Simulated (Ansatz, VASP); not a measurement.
**Sr2SnN2: VASP beside Ansatz**

INCAR

```
PREC = Accurate
ENCUT = 520
EDIFF = 1E-6
ISMEAR = -1
SIGMA = 0.05
LREAL = False
LASPH = True
NELM = 60
ALGO = Normal
ISIF = 2
LWAVE = False
LCHARG = False
GGA = PE
NBANDS = 30
```

The input KPOINTS:

```
Automatic mesh
0
Gamma
  10 10 10
```

POSCAR

```
Sr2SnN2
1.0
   -1.9400954051      1.9400954051      6.9398462048
    1.9400954051     -1.9400954051      6.9398462048
    1.9400954051      1.9400954051     -6.9398462048
Sn Sr N
1 2 2
Direct
    0.5000000000      0.5000000000      0.0000000000
    0.8398615000      0.8398615000      0.0000000000
    0.1601385000      0.1601385000      0.0000000000
    0.3475330000      0.3475330000      0.0000000000
    0.6524670000      0.6524670000      0.0000000000
```

input.yaml

```yaml
crystal:
  lattice:
    - [-1.9400954051, 1.9400954051, 6.9398462048]
    - [1.9400954051, -1.9400954051, 6.9398462048]
    - [1.9400954051, 1.9400954051, -6.9398462048]
  atoms:
    - { symbol: Sn, position: [0.5, 0.5, 0.0] }
    - { symbol: Sr, position: [0.8398615, 0.8398615, 0.0] }
    - { symbol: Sr, position: [0.1601385, 0.1601385, 0.0] }
    - { symbol: "N", position: [0.347533, 0.347533, 0.0] }
    - { symbol: "N", position: [0.652467, 0.652467, 0.0] }
hamiltonian:
  xc: pbe
  pseudopotentials: { kind: paw }
kpoints:
  mp_grid: { grid: [10, 10, 10] }
scf:
  occupations: { method: fermi_dirac, width: 0.05 }
output:
  forces: true
  stress: true
  eigenvalues: true
  write_density: true
  write_potential: true
  elf: true
  volumetric_format: npy
```

Alike in both runs: task single point; functional PBE; k mesh 10 × 10 × 10; occupations fermi-dirac, width 0.05 eV; no spin polarisation.

|  | VASP | Ansatz |
| --- | --- | --- |
| version | VASP 6.6.1 | Ansatz 0.2.0 |
| potentials or method | VASP PAW PBE potentials, release 64 (Sn_d, Sr_sv, N) | Ansatz PAW |
| plane-wave cutoff (eV) | 520 | 420 |
| valence electrons in the cell | 44 | 44 |

Ansatz gave:

* gap on the k mesh at the Fermi level (eV): none
* pressure (GPa): -2.0
* traceless stress, the component that is largest in VASP (GPa): -0.69
* rms of the force components (eV/Å): 0.041

Estimate VASP's values.

gap on the k mesh at the Fermi level (eV): none; pressure (GPa): -1.8; traceless stress, the component that is largest in VASP (GPa): -0.69; rms of the force components (eV/Å): 0.040.

Atom by atom the forces differ by 0.007 eV/Å (rms over components). A gap of «none» marks a metal or a gap that the smearing closes. The functional is the same, so the differences come from potentials, cutoffs and numerics.
